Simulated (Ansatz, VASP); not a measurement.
**One calculation of H, two programs**

```
CELL_PARAMETERS angstrom
12.00000 0.00000 0.00000
0.00000 12.50000 0.00000
0.00000 0.00000 13.00000
ATOMIC_POSITIONS crystal
H 0.45000 0.47000 0.47082
H 0.45000 0.47000 0.52918
```

Alike in both runs: functional PBEsol; k mesh 1 × 1 × 1; no spin polarisation.

Ansatz relaxed the structure, and its values are those at the end. VASP's run is a single point on that final structure, the one shown.

```csv
,VASP,Ansatz
version,VASP 6.6.1,Ansatz 0.2.0
potentials or method,"VASP PAW PBE potentials, release 64 (H), cutoff 520 eV",plane-wave PAW DFT
occupations,"gaussian, width 0.01 eV",fixed
valence electrons in the cell,2,2
```

```csv
,VASP,Ansatz,Ansatz less VASP
rms of the force components (eV/Å),0.006,0.000,-0.0061
```

VASP's potentials were made for PBE, not for PBEsol, and Ansatz warns of the same on its side.
